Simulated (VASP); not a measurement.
# Ta (Im-3m) in VASP: a series of runs

Runs on Ta. Level: PBE. Tasks: single point, relaxation of volume and atoms at fixed shape.

All numbers are computed with VASP 6.6.1; they aren't measurements. Logs are shortened: lines on timing, memory, paths and dates and some standing lists are left out, and cuts for length are marked.

### Step 1. The cell of the first run

The structure is cubic, space group Im-3m (No. 229). The conventional cell has a = 3.320 Å, b = 3.320 Å, c = 3.320 Å, α = 90.00°, β = 90.00°, γ = 90.00°. Ta (site symmetry m-3m) has 14 Ta at 2.88 to 3.32 Å within 3.8 Å.

### Step 2. Single point, PBE, collinear spin, zero start

Contents of INCAR:

```
PREC = Accurate
ENCUT = 520
EDIFF = 1E-6
ISMEAR = 1
SIGMA = 0.05
LREAL = F
LASPH = T
NELM = 150
ALGO = Normal
ISIF = 2
LWAVE = F
LCHARG = F
ISPIN = 2
MAGMOM = 0 0
LORBIT = 11
LMAXMIX = 4
GGA = PE
NBANDS = 22
```

Contents of KPOINTS:

```
regular mesh
0
Gamma
  8 8 8
```

Contents of POSCAR:

```
Ta
1.0
    3.3200070091      0.0000000000      0.0000000000
    0.0000000000      3.3200070091      0.0000000000
    0.0000000000      0.0000000000      3.3200070091
Ta
2
Direct
    0.0000000000      0.0000000000      0.0000000000
    0.5000000000      0.5000000000      0.5000000000
```

Potentials or basis: VASP PAW PBE potentials, release 64 (Ta_pv).

Run with:

```bash
cat potpaw_PBE.64/Ta_pv/POTCAR > POTCAR
mpirun -np 1 vasp_std > vasp.out
```

OUTCAR:

```text
PREC = Accurate
   ENCUT = 520
   EDIFF = 1E-6
   ISMEAR = 1
   LREAL = F
   LASPH = T
   NELM = 150
   ISIF = 2
   ISPIN = 2
   LORBIT = 11
   GGA = PE

 ion  position               nearest neighbor table
   1  0.000  0.000  0.000-   2 2.88   2 2.88   2 2.88   2 2.88   2 2.88   2 2.88   2 2.88   2 2.88

   2  0.500  0.500  0.500-   1 2.88   1 2.88   1 2.88   1 2.88   1 2.88   1 2.88   1 2.88   1 2.88

  LATTYP: Found a simple cubic cell.
 ALAT       =     3.3200070091

  Lattice vectors:

 A1 = (   3.3200070091,   0.0000000000,   0.0000000000)
 A2 = (   0.0000000000,   3.3200070091,   0.0000000000)
 A3 = (   0.0000000000,   0.0000000000,   3.3200070091)

Analysis of symmetry for initial positions (statically):
=====================================================================
 Subroutine PRICEL returns following result:

  LATTYP: Found a body centered cubic cell.
 ALAT       =     3.3200070091

  Lattice vectors:

 A1 = (   1.6600035045,   1.6600035046,  -1.6600035045)
 A2 = (  -1.6600035045,   1.6600035045,   1.6600035045)
 A3 = (   1.6600035045,  -1.6600035045,   1.6600035046)

   2 primitive cells build up your supercell.

 Routine SETGRP: Setting up the symmetry group for a
 simple cubic supercell.

 Subroutine GETGRP returns: Found 48 space group operations
 (whereof 48 operations were pure point group operations)
 out of a pool of 48 trial point group operations.

The static configuration has the point symmetry O_h .

Analysis of symmetry for dynamics (positions and initial velocities):
=====================================================================
 Subroutine PRICEL returns following result:

  LATTYP: Found a body centered cubic cell.
 ALAT       =     3.3200070091

  Lattice vectors:

 A1 = (   1.6600035045,   1.6600035046,  -1.6600035045)
 A2 = (  -1.6600035045,   1.6600035045,   1.6600035045)
 A3 = (   1.6600035045,  -1.6600035045,   1.6600035046)

   2 primitive cells build up your supercell.

 Routine SETGRP: Setting up the symmetry group for a
 simple cubic supercell.

 Subroutine GETGRP returns: Found 48 space group operations
 (whereof 48 operations were pure point group operations)
 out of a pool of 48 trial point group operations.

The dynamic configuration has the point symmetry O_h .

Analysis of structural, dynamic, and magnetic symmetry:
=====================================================================
 Subroutine PRICEL returns following result:

  LATTYP: Found a body centered cubic cell.
 ALAT       =     3.3200070091

  Lattice vectors:

 A1 = (   1.6600035045,   1.6600035046,  -1.6600035045)
 A2 = (  -1.6600035045,   1.6600035045,   1.6600035045)
 A3 = (   1.6600035045,  -1.6600035045,   1.6600035046)

   2 primitive cells build up your supercell.

 Routine SETGRP: Setting up the symmetry group for a
 simple cubic supercell.

 Subroutine GETGRP returns: Found 48 space group operations
 (whereof 48 operations were pure point group operations)
 out of a pool of 48 trial point group operations.

The overall configuration has the point symmetry O_h .

 Subroutine INISYM returns: Found 48 space group operations
 (whereof 48 operations are pure point group operations),
 and found     2 'primitive' translations

----------------------------------------------------------------------------------------

                                     Primitive cell

  volume of cell :      18.2973

  direct lattice vectors                    reciprocal lattice vectors
     1.660003505  1.660003505 -1.660003505     0.301204183  0.301204183  0.000000000
    -1.660003505  1.660003505  1.660003505    -0.000000000  0.301204183  0.301204183
     1.660003505 -1.660003505  1.660003505     0.301204183  0.000000000  0.301204183

  length of vectors
     2.875210411  2.875210411  2.875210411     0.425967041  0.425967041  0.425967041

  position of ions in fractional coordinates (direct lattice)
     0.000000000  0.000000000  0.000000000

  ion indices of the primitive-cell ions
   primitive index   ion index
                 1           1

----------------------------------------------------------------------------------------

 KPOINTS: regular mesh

Automatic generation of k-mesh.
 Grid dimensions read from file:
 generate k-points for:    8    8    8

 Generating k-lattice:

  Cartesian coordinates                     Fractional coordinates (reciprocal lattice)
     0.037650523  0.000000000  0.000000000     0.125000000  0.000000000  0.000000000
     0.000000000  0.037650523  0.000000000     0.000000000  0.125000000  0.000000000
     0.000000000  0.000000000  0.037650523     0.000000000  0.000000000  0.125000000

  Length of vectors
     0.037650523  0.037650523  0.037650523

  Shift w.r.t. Gamma in fractional coordinates (k-lattice)
     0.000000000  0.000000000  0.000000000

 Subroutine IBZKPT returns following result:
 ===========================================

 Found     35 irreducible k-points:

 Following reciprocal coordinates:
            Coordinates               Weight
  0.000000  0.000000  0.000000      1.000000
  0.125000  0.000000  0.000000      6.000000
  0.250000  0.000000  0.000000      6.000000
  0.375000  0.000000  0.000000      6.000000
  0.500000  0.000000  0.000000      3.000000
  0.125000  0.125000  0.000000     12.000000
[... 16 lines left out ...]
  0.375000  0.375000  0.125000     24.000000
  0.500000  0.375000  0.125000     24.000000
 [... further k-points ...]
   k-points           NKPTS =     35   k-points in BZ     NKDIM =     35   number of bands    NBANDS=     22
   number of dos      NEDOS =    301   number of ions     NIONS =      2
   total plane-waves  NPLWV =  21952
   dimension x,y,z NGX =    28 NGY =   28 NGZ =   28
   dimension x,y,z NGXF=    56 NGYF=   56 NGZF=   56
   ions per type =               2
   NGX,Y,Z   is equivalent  to a cutoff of  14.02, 14.02, 14.02 a.u.
   NGXF,Y,Z  is equivalent  to a cutoff of  28.04, 28.04, 28.04 a.u.
 SYSTEM =  unknown system
   PREC   = accura    normal or accurate (medium, high low for compatibility)
   ISTART =      0    job   : 0-new  1-cont  2-samecut
   ICHARG =      2    charge: 1-file 2-atom 10-const
   ISPIN  =      2    spin polarized calculation?
   LNONCOLLINEAR =      F non collinear calculations
   LSORBIT =      F    spin-orbit coupling
   LASPH  =      T    aspherical Exc in radial PAW
   ENCUT  =  520.0 eV  38.22 Ry    6.18 a.u.   6.17  6.17  6.17*2*pi/ulx,y,z
   NELM   =    150;   NELMIN=  2; NELMDL= -5     # of ELM steps
   EDIFF  = 0.1E-05   stopping-criterion for ELM
   LREAL  =      F    real-space projection
   EDIFFG = 0.1E-04   stopping-criterion for IOM
   NSW    =      0    number of steps for IOM
   IBRION =     -1    ionic relax: 0-MD 1-quasi-New 2-CG
   NFREE  =      0    steps in history (QN), initial steepest desc. (CG)
   ISIF   =      2    stress and relaxation
   ISYM   =      2    0-nonsym 1-usesym 2-fastsym
   POTIM  = 0.5000    time-step for ionic-motion
   TEBEG  =    0.0;   TEEND  =   0.0 temperature during run
   PSTRESS=    0.0 pullay stress
   NELECT =      22.0000    total number of electrons
   NUPDOWN=      -1.0000    fix difference up-down
   EMIN   =  10.00;   EMAX   =-10.00  energy-range for DOS
   EFERMI =   0.00;   METHOD = LEGACY
   ISMEAR =     1;   SIGMA  =   0.05  broadening in eV -4-tet -1-fermi 0-gaus
   EFERMI_NEDOS =   21; number of points for ismear=-14 and -15
   IALGO  =     38    algorithm
   IMIX   =      4    mixing-type and parameters
     AMIX     =   0.40;   BMIX     =  1.00
     AMIX_MAG =   1.60;   BMIX_MAG =  1.00
  volume/ion in A,a.u.               =      18.30       123.48
  Fermi-wavevector in a.u.,A,eV,Ry     =   1.381688  2.611012 25.974370  1.909062
  Thomas-Fermi vector in A             =   2.506449
   LORBIT       =     11    0 simple, 1 ext, 2 COOP (PROOUT), +10 PAW based schemes
   GGA     = PE    functional components
   LHFCALC =     F    Hartree Fock is set to
   AEXX    =    0.0000 exact exchange contribution
   IVDW    =     0    specifies the selected vdW correction
   LEPSILON=     F    determine dielectric tensor
   LRPA    =     F    only Hartree local field effects (RPA)
 spin polarized calculation
 Methfessel and Paxton  Order N= 1 SIGMA  =   0.05
  energy-cutoff  :      520.00
  volume of cell :       36.59
 maximum number of plane-waves:      1021
 NGX is ok and might be reduce to    28
   NGX = 13   NGY = 13   NGZ = 13

 number of electron      21.9999997 magnetization       0.0020103

 number of electron      21.9999997 magnetization      -0.0000894

 Free energy of the ion-electron system (eV)
  ---------------------------------------------------
  ext. energy  EPLUGINS =         0.00000000
  ---------------------------------------------------
  free energy    TOTEN  =       -23.62455430 eV

  energy without entropy =      -23.62474960  energy(sigma->0) =      -23.62461940

 E-fermi :   5.3365     XC(G=0): -12.5402

 val. band max:        5.3183070918   @ k =   0.3750   0.3750   0.1250
 cond. band min:       5.4066950621   @ k =   0.2500   0.1250   0.0000
 fundamental gap:      0.0883879703
 Fermi energy:         5.3365304153

 spin component 1

 k-point     1 :       0.0000    0.0000    0.0000
  band No.  band energies     occupation
      1     -28.5685      1.00000
      2     -28.5685      1.00000
      3     -28.5685      1.00000
      4     -27.7905      1.00000
      5     -27.7905      1.00000
      6     -27.7905      1.00000
[... 574 lines left out ...]
      6     -27.8557      1.00000
[... 14 lines left out ...]
     21      18.4835      0.00000
     22      18.4835      0.00000

 [... further k-points ...]

 spin component 2

 k-point     1 :       0.0000    0.0000    0.0000
  band No.  band energies     occupation
      1     -28.5685      1.00000
      2     -28.5685      1.00000
      3     -28.5685      1.00000
      4     -27.7905      1.00000
      5     -27.7905      1.00000
      6     -27.7905      1.00000
[... 574 lines left out ...]
      6     -27.8557      1.00000
[... 14 lines left out ...]
     21      18.4834      0.00000
     22      18.4834      0.00000

 [... further k-points ...]
[... 5 lines left out ...]
  --------------------------------------------------------------------------------------
  -------------------------------------------------------------------------------------
  Total        0.0668838      0.0668838      0.0668838     -0.0000000     -0.0000000      0.0000000
  in kB        2.9282938      2.9282938      2.9282938     -0.0000000     -0.0000000      0.0000000
  external PRESSURE =       2.9282938 kB  Pullay stress =       0.0000000 kB

 VOLUME and BASIS-vectors are now :
 -----------------------------------------------------------------------------
  energy-cutoff  :      520.00
  volume of cell :       36.59
      direct lattice vectors                 reciprocal lattice vectors
     3.320007009  0.000000000  0.000000000     0.301204183  0.000000000  0.000000000
     0.000000000  3.320007009  0.000000000     0.000000000  0.301204183  0.000000000
     0.000000000  0.000000000  3.320007009     0.000000000  0.000000000  0.301204183

 POSITION                                       TOTAL-FORCE (eV/Angst)
 -----------------------------------------------------------------------------------
      0.00000      0.00000      0.00000        -0.000000     -0.000000     -0.000000
      1.66000      1.66000      1.66000         0.000000      0.000000      0.000000
 -----------------------------------------------------------------------------------
    total drift:                                0.000000      0.000000      0.000000

  FREE ENERGIE OF THE ION-ELECTRON SYSTEM (eV)
  ---------------------------------------------------
  free  energy   TOTEN  =       -23.6245542996 eV

  energy  without entropy=      -23.6247496020  energy(sigma->0) =      -23.62461940

 total charge

# of ion       s       p       d       tot
------------------------------------------
    1        0.369   6.169   2.361   8.900
    2        0.369   6.169   2.361   8.900
--------------------------------------------------
tot          0.739  12.338   4.723  17.799

 magnetization (x)

# of ion       s       p       d       tot
------------------------------------------
    1       -0.000  -0.000  -0.000  -0.000
    2       -0.000  -0.000  -0.000  -0.000
--------------------------------------------------
tot         -0.000  -0.000  -0.000  -0.000
```

Run time: 26 s. Hardware: 1 thread of AMD EPYC 9R45 (Zen 5), shared host; peak memory 0.16 GiB.

Results:

```
Free energy                                           : -23.6246 eV
Pressure                                              : 0.3 GPa
Band gap on the k mesh                                : zero (filled and empty bands overlap)
Net moment                                            : 0.00 μB per cell
Valence electrons inside the program's atomic spheres : Ta 8.90
```

Caveat: spin-orbit coupling is left out, which moves the levels of the heavy elements.

### Step 3. Relaxation of volume and atoms at fixed shape, PBE, collinear spin, zero start

This run uses another cell than the first one, of 17.97 Å³/atom.

Contents of INCAR:

```
  PREC = Accurate
  ENCUT = 600
  EDIFF = 1E-7
  ISMEAR = 1
  SIGMA = 0.05
  LREAL = False
  LASPH = True
  NELM = 150
  ALGO = Normal
  ISIF = 8
  LWAVE = False
  LCHARG = False
  ISPIN = 2
  MAGMOM = 0 0
  LORBIT = 11
  LMAXMIX = 4
  GGA = PE
  IBRION = 2
  NSW = 80
  EDIFFG = -0.03
```

Contents of KPOINTS:

```
Automatic mesh
0
Gamma
  8 8 8
```

Contents of POSCAR:

```
Ta
1.0
    3.3000000000      0.0000000000      0.0000000000
    0.0000000000      3.3000000000      0.0000000000
    0.0000000000      0.0000000000      3.3000000000
Ta
2
Direct
    0.0000000000      0.0000000000      0.0000000000
    0.5000000000      0.5000000000      0.5000000000
```

Potentials or basis: VASP PAW PBE potentials, release 64 (Ta_pv).

Run with:

```bash
cat potpaw_PBE.64/Ta_pv/POTCAR > POTCAR
mpirun -np 1 vasp_std > vasp.out
```

It took 41 s on 1 thread of AMD EPYC 9R45 (Zen 5), shared host; peak memory 0.17 GiB.

It converged, with:

| Property | Result |
| --- | --- |
| Free energy | -23.6250 eV |
| Relaxed volume | 18.32 Å³/atom |
| Relaxed cell | a = 3.322 Å, b = 3.322 Å, c = 3.322 Å, α = 90.00°, β = 90.00°, γ = 90.00° |
| Space group after relaxing (to 0.1 Å) | Im-3m (No. 229) |
| Energy gained by relaxing | 4.6 meV/atom |
| Ionic steps | 3 |
| Pressure after relaxing | 0.0 GPa |
| Band gap on the k mesh | zero (filled and empty bands overlap) |
| Net moment | 0.00 μB per cell |
| Valence electrons inside the program's atomic spheres | Ta 8.90 |

The path:
| step | energy change (eV) | largest force (eV/Å) | pressure (GPa) | volume (Å³) |
| --- | --- | --- | --- | --- |
| 1 | 0.0000 | 0.0000 | 4.16 | 35.94 |
| 2 | 0.0417 | 0.0000 | -8.64 | 38.42 |
| 3 | -0.0093 | 0.0000 | 0.00 | 36.65 |

Final structure:
```cif
data_structure
_symmetry_space_group_name_H-M 'P 1'
_symmetry_Int_Tables_number 1
_cell_length_a 3.3216
_cell_length_b 3.3216
_cell_length_c 3.3216
_cell_angle_alpha 90.000
_cell_angle_beta 90.000
_cell_angle_gamma 90.000
_cell_volume 36.65
loop_
_atom_site_label
_atom_site_type_symbol
_atom_site_fract_x
_atom_site_fract_y
_atom_site_fract_z
_atom_site_occupancy
Ta1 Ta 0.00000 0.00000 0.00000 1
Ta2 Ta 0.50000 0.50000 0.50000 1
```

Levels at points of the mesh, in eV from the Fermi level:
Spin up:
```csv
k point,band 9,band 10,band 11,band 12,band 13,band 14
"(0.00, 0.00, 0.00)",-3.68,0.75,0.75,0.75,3.97,3.97
"(0.50, 0.00, 0.00)",-0.86,-0.86,1.26,1.26,1.26,1.26
"(0.50, 0.50, 0.00)",-1.47,-1.47,1.54,1.54,3.84,3.84
"(0.50, 0.50, 0.50)",-1.20,-1.20,-1.20,-1.20,5.01,5.01
```
Spin down:
| k point | band 7 | band 8 | band 9 | band 10 | band 11 | band 12 | band 13 | band 14 | band 15 |
| --- | --- | --- | --- | --- | --- | --- | --- | --- | --- |
| (0.00, 0.00, 0.00) | -7.82 | -3.68 | -3.68 | 0.75 | 0.75 | 0.75 | 3.97 | 3.97 | 6.71 |
| (0.50, 0.00, 0.00) | -3.68 | -3.68 | -0.86 | -0.86 | 1.26 | 1.26 | 1.26 | 1.26 | 3.17 |
| (0.50, 0.50, 0.00) | -4.28 | -4.28 | -1.47 | -1.47 | 1.54 | 1.54 | 3.84 | 3.84 | 4.84 |
| (0.50, 0.50, 0.50) | -1.20 | -1.20 | -1.20 | -1.20 | -1.20 | -1.20 | 5.01 | 5.01 | 5.01 |

Caveat: spin-orbit coupling is left out, which moves the levels of the heavy elements.
